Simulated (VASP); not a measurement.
# Ca2TaO3 (P6/mmm) in VASP: single point with PBE

Aim: the single point of Ca2TaO3 with PBE.

Everything below comes from runs of VASP 6.6.1. Logs are shortened: lines on timing, memory, paths and dates and some standing lists are left out, and cuts for length are marked.

### Step 1. The cell of the first run

Symmetry: P6/mmm, No. 191, hexagonal system. Conventional cell: a = 5.581 Å, b = 5.581 Å, c = 3.272 Å, α = 90.00°, β = 90.00°, γ = 120.00°. Ca (site symmetry -6m2) has 6 O at 2.30 Å within 3.0 Å. Within 4.2 Å of Ta (site symmetry 6/mmm) lie 6 Ca at 3.22 Å and 12 O at 3.23 Å and 2 Ta at 3.27 Å. Within 3.0 Å of O (site symmetry mmm) lie 4 Ca at 2.30 Å and 4 O at 2.79 Å.

The cell was generated, and may not be a known phase.

### Step 2. Single point, PBE, collinear spin

INCAR reads:

```
PREC = Accurate
ENCUT = 520
EDIFF = 1E-6
ISMEAR = 0
SIGMA = 0.1
LREAL = F
LASPH = T
NELM = 150
ALGO = Normal
ISIF = 2
LWAVE = F
LCHARG = F
ISPIN = 2
MAGMOM = 0 0 1 0 0 0
LORBIT = 11
LMAXMIX = 4
GGA = PE
NBANDS = 38
```

KPOINTS reads:

```
Automatic mesh
0
Gamma
  6 6 6
```

POSCAR reads:

```
Ca2TaO3
1.0
    5.5809143600      0.0000000000      0.0000000000
   -2.7904571800      4.8332136100      0.0000000000
    0.0000000000      0.0000000000      3.2718214600
Ca Ta O
2 1 3
Direct
    0.6666666700      0.3333333300      0.5000000000
    0.3333333300      0.6666666700      0.5000000000
    0.0000000000      0.0000000000      0.5000000000
    0.0000000000      0.5000000000      0.0000000000
    0.5000000000      0.5000000000      0.0000000000
    0.5000000000      0.0000000000      0.0000000000
```

Potentials or basis: VASP PAW PBE potentials, release 64 (Ca_sv, Ta_pv, O).

Started as:

```console
> cat potpaw_PBE.64/Ca_sv/POTCAR potpaw_PBE.64/Ta_pv/POTCAR potpaw_PBE.64/O/POTCAR > POTCAR
> mpirun -np 1 vasp_std > vasp.out
```

OUTCAR:

```text
PREC = Accurate
   ENCUT = 520
   EDIFF = 1E-6
   ISMEAR = 0
   LREAL = F
   LASPH = T
   NELM = 150
   ISIF = 2
   ISPIN = 2
   LORBIT = 11
   GGA = PE

 ion  position               nearest neighbor table
   1  0.667  0.333  0.500-   6 2.30   6 2.30   4 2.30   4 2.30   5 2.30   5 2.30   3 3.22   3 3.22
                             3 3.22
   2  0.333  0.667  0.500-   6 2.30   6 2.30   4 2.30   4 2.30   5 2.30   5 2.30   3 3.22   3 3.22
                             3 3.22
   3  0.000  0.000  0.500-   1 3.22   2 3.22   2 3.22   1 3.22   1 3.22   2 3.22
   4  0.000  0.500  0.000-   1 2.30   2 2.30   1 2.30   2 2.30
   5  0.500  0.500  0.000-   1 2.30   2 2.30   1 2.30   2 2.30
   6  0.500  0.000  0.000-   1 2.30   2 2.30   1 2.30   2 2.30

  LATTYP: Found a hexagonal cell.
 ALAT       =     5.5809143600
 C/A-ratio  =     0.5862518664

  Lattice vectors:

 A1 = (   5.5809143600,   0.0000000000,   0.0000000000)
 A2 = (  -2.7904571800,   4.8332136100,   0.0000000000)
 A3 = (   0.0000000000,   0.0000000000,   3.2718214600)

Analysis of symmetry for initial positions (statically):
=====================================================================
 Subroutine PRICEL returns:
 Original cell was already a primitive cell.

 Routine SETGRP: Setting up the symmetry group for a
 hexagonal supercell.

 Subroutine GETGRP returns: Found 24 space group operations
 (whereof 24 operations were pure point group operations)
 out of a pool of 24 trial point group operations.

The static configuration has the point symmetry D_6h.

Analysis of symmetry for dynamics (positions and initial velocities):
=====================================================================
 Subroutine PRICEL returns:
 Original cell was already a primitive cell.

 Routine SETGRP: Setting up the symmetry group for a
 hexagonal supercell.

 Subroutine GETGRP returns: Found 24 space group operations
 (whereof 24 operations were pure point group operations)
 out of a pool of 24 trial point group operations.

The dynamic configuration has the point symmetry D_6h.

Analysis of structural, dynamic, and magnetic symmetry:
=====================================================================
 Subroutine PRICEL returns:
 Original cell was already a primitive cell.

 Routine SETGRP: Setting up the symmetry group for a
 hexagonal supercell.

 Subroutine GETGRP returns: Found 24 space group operations
 (whereof 24 operations were pure point group operations)
 out of a pool of 24 trial point group operations.

The overall configuration has the point symmetry D_6h.

 Subroutine INISYM returns: Found 24 space group operations
 (whereof 24 operations are pure point group operations),
 and found     1 'primitive' translations

----------------------------------------------------------------------------------------

                                     Primitive cell

  volume of cell :      88.2533

  direct lattice vectors                    reciprocal lattice vectors
     5.580914360  0.000000000  0.000000000     0.179182108  0.103450838  0.000000000
    -2.790457180  4.833213610  0.000000000     0.000000000  0.206901677  0.000000000
     0.000000000  0.000000000  3.271821460     0.000000000  0.000000000  0.305640149

  length of vectors
     5.580914360  5.580914358  3.271821460     0.206901677  0.206901677  0.305640149

  position of ions in fractional coordinates (direct lattice)
     0.666666670  0.333333330  0.500000000
     0.333333330  0.666666670  0.500000000
     0.000000000  0.000000000  0.500000000
     0.000000000  0.500000000  0.000000000
     0.500000000  0.500000000  0.000000000
     0.500000000  0.000000000  0.000000000

  ion indices of the primitive-cell ions
   primitive index   ion index
                 1           1
                 2           2
                 3           3
                 4           4
                 5           5
                 6           6

----------------------------------------------------------------------------------------

[... 49 lines left out ...]
  0.333333  0.000000  0.500000      6.000000
 [... further k-points ...]
   k-points           NKPTS =     28   k-points in BZ     NKDIM =     28   number of bands    NBANDS=     38
   number of dos      NEDOS =    301   number of ions     NIONS =      6
   total plane-waves  NPLWV =  42336
   dimension x,y,z NGX =    42 NGY =   42 NGZ =   24
   dimension x,y,z NGXF=    84 NGYF=   84 NGZF=   48
   ions per type =               2   1   3
   NGX,Y,Z   is equivalent  to a cutoff of  12.51, 12.51, 12.19 a.u.
   NGXF,Y,Z  is equivalent  to a cutoff of  25.02, 25.02, 24.39 a.u.
 SYSTEM =  unknown system
   PREC   = accura    normal or accurate (medium, high low for compatibility)
   ISTART =      0    job   : 0-new  1-cont  2-samecut
   ICHARG =      2    charge: 1-file 2-atom 10-const
   ISPIN  =      2    spin polarized calculation?
   LNONCOLLINEAR =      F non collinear calculations
   LSORBIT =      F    spin-orbit coupling
   LASPH  =      T    aspherical Exc in radial PAW
   ENCUT  =  520.0 eV  38.22 Ry    6.18 a.u.  10.38 10.38  6.08*2*pi/ulx,y,z
   NELM   =    150;   NELMIN=  2; NELMDL= -5     # of ELM steps
   EDIFF  = 0.1E-05   stopping-criterion for ELM
   LREAL  =      F    real-space projection
   EDIFFG = 0.1E-04   stopping-criterion for IOM
   NSW    =      0    number of steps for IOM
   IBRION =     -1    ionic relax: 0-MD 1-quasi-New 2-CG
   NFREE  =      0    steps in history (QN), initial steepest desc. (CG)
   ISIF   =      2    stress and relaxation
   ISYM   =      2    0-nonsym 1-usesym 2-fastsym
   POTIM  = 0.5000    time-step for ionic-motion
   TEBEG  =    0.0;   TEEND  =   0.0 temperature during run
   PSTRESS=    0.0 pullay stress
   NELECT =      49.0000    total number of electrons
   NUPDOWN=      -1.0000    fix difference up-down
   EMIN   =  10.00;   EMAX   =-10.00  energy-range for DOS
   EFERMI =   0.00;   METHOD = LEGACY
   ISMEAR =     0;   SIGMA  =   0.10  broadening in eV -4-tet -1-fermi 0-gaus
   EFERMI_NEDOS =   21; number of points for ismear=-14 and -15
   IALGO  =     38    algorithm
   IMIX   =      4    mixing-type and parameters
     AMIX     =   0.40;   BMIX     =  1.00
     AMIX_MAG =   1.60;   BMIX_MAG =  1.00
  volume/ion in A,a.u.               =      14.71        99.26
  Fermi-wavevector in a.u.,A,eV,Ry     =   1.345540  2.542701 24.633039  1.810477
  Thomas-Fermi vector in A             =   2.473444
   LORBIT       =     11    0 simple, 1 ext, 2 COOP (PROOUT), +10 PAW based schemes
   GGA     = PE    functional components
   LHFCALC =     F    Hartree Fock is set to
   AEXX    =    0.0000 exact exchange contribution
   IVDW    =     0    specifies the selected vdW correction
   LEPSILON=     F    determine dielectric tensor
   LRPA    =     F    only Hartree local field effects (RPA)
 spin polarized calculation
 Gauss-broadening in eV      SIGMA  =   0.10
  energy-cutoff  :      520.00
  volume of cell :       88.25
 maximum number of plane-waves:      2400
 NGX is ok and might be reduce to    42
   NGX = 21   NGY = 21   NGZ = 13

 number of electron      49.0000007 magnetization       0.0015254

 number of electron      49.0000007 magnetization      -0.0003785

 Free energy of the ion-electron system (eV)
  ---------------------------------------------------
  ext. energy  EPLUGINS =         0.00000000
  ---------------------------------------------------
  free energy    TOTEN  =       -35.73877618 eV

  energy without entropy =      -35.69487299  energy(sigma->0) =      -35.71682459

 E-fermi :   3.1627     XC(G=0): -10.7968

 val. band max:        3.1609343958   @ k =   0.5000   0.0000   0.1667
 cond. band min:       3.1788249259   @ k =   0.3333   0.1667   0.3333
 fundamental gap:      0.0178905301
 Fermi energy:         3.1627212536

 spin component 1

 k-point     1 :       0.0000    0.0000    0.0000
  band No.  band energies     occupation
      1     -34.4438      1.00000
      2     -34.3353      1.00000
      3     -32.8540      1.00000
      4     -32.8540      1.00000
      5     -32.3846      1.00000
      6     -16.4658      1.00000
[... 925 lines left out ...]
     35      11.6068      0.00000
     36      11.6638      0.00000

 [... further k-points ...]

 spin component 2

 k-point     1 :       0.0000    0.0000    0.0000
  band No.  band energies     occupation
      1     -34.4438      1.00000
      2     -34.3353      1.00000
      3     -32.8540      1.00000
      4     -32.8540      1.00000
      5     -32.3851      1.00000
      6     -16.4657      1.00000
[... 925 lines left out ...]
     35      11.6068      0.00000
     36      11.6638      0.00000

 [... further k-points ...]

 [bands above 36 left out]

------------------------ aborting loop because EDIFF is reached ----------------------------------------

  FORCE on cell =-STRESS in cart. coord.  units (eV):
  Direction    XX          YY          ZZ          XY          YZ          ZX
  --------------------------------------------------------------------------------------
  -------------------------------------------------------------------------------------
  Total        6.7450737      6.7450737    -10.5819826      0.0000000     -0.0000000      0.0000000
  in kB      122.4521283    122.4521281   -192.1085450      0.0000000     -0.0000000      0.0000000
  external PRESSURE =      17.5985705 kB  Pullay stress =       0.0000000 kB

 VOLUME and BASIS-vectors are now :
 -----------------------------------------------------------------------------
  energy-cutoff  :      520.00
  volume of cell :       88.25
      direct lattice vectors                 reciprocal lattice vectors
     5.580914360  0.000000000  0.000000000     0.179182108  0.103450838  0.000000000
    -2.790457180  4.833213610  0.000000000     0.000000000  0.206901677  0.000000000
     0.000000000  0.000000000  3.271821460     0.000000000  0.000000000  0.305640149

 POSITION                                       TOTAL-FORCE (eV/Angst)
 -----------------------------------------------------------------------------------
      2.79046      1.61107      1.63591        -0.000000      0.000000     -0.000000
     -0.00000      3.22214      1.63591         0.000000      0.000000      0.000000
      0.00000      0.00000      1.63591        -0.000000     -0.000000     -0.000000
     -1.39523      2.41661      0.00000        -0.000000     -0.000000     -0.000000
      1.39523      2.41661      0.00000        -0.000000     -0.000000     -0.000000
      2.79046      0.00000      0.00000        -0.000000     -0.000000     -0.000000
 -----------------------------------------------------------------------------------
    total drift:                                0.000000     -0.000000     -0.000000

  FREE ENERGIE OF THE ION-ELECTRON SYSTEM (eV)
  ---------------------------------------------------
  free  energy   TOTEN  =       -35.7387761813 eV

  energy  without entropy=      -35.6948729910  energy(sigma->0) =      -35.71682459

 total charge

# of ion       s       p       d       tot
------------------------------------------
    1        2.051   5.898   0.392   8.341
    2        2.051   5.898   0.392   8.341
    3        0.367   5.976   2.059   8.401
    4        1.581   3.338   0.000   4.919
    5        1.581   3.338   0.000   4.919
    6        1.581   3.338   0.000   4.919
--------------------------------------------------
tot          9.212  27.788   2.842  39.841

 magnetization (x)

# of ion       s       p       d       tot
------------------------------------------
    1        0.000   0.000   0.000   0.000
    2        0.000   0.000   0.000   0.000
    3        0.000  -0.000   0.000   0.000
    4       -0.000   0.000   0.000   0.000
    5       -0.000   0.000   0.000   0.000
    6       -0.000   0.000   0.000   0.000
--------------------------------------------------
tot          0.000   0.000   0.000   0.000
```

Wall time 5.5 min (1 thread of Intel Xeon Platinum 8375C at 2.90GHz (Ice Lake), shared host); peak memory 0.32 GiB.

What came out:

```yaml
Free_energy: -35.7388 eV
Pressure: 1.8 GPa
Net_moment: 0.00 μB per cell
Valence_electrons_inside_the_program's_atomic_spheres: Ca 8.34; Ta 8.40; O 4.92
```

Stress tensor (GPa, compression positive):
```
 12.25   0.00   0.00
  0.00  12.25   0.00
  0.00   0.00 -19.21
```

Caveat: the stress differs along the axes, from -19 to 12 GPa; spin-orbit coupling is left out, which moves the levels of the heavy elements.
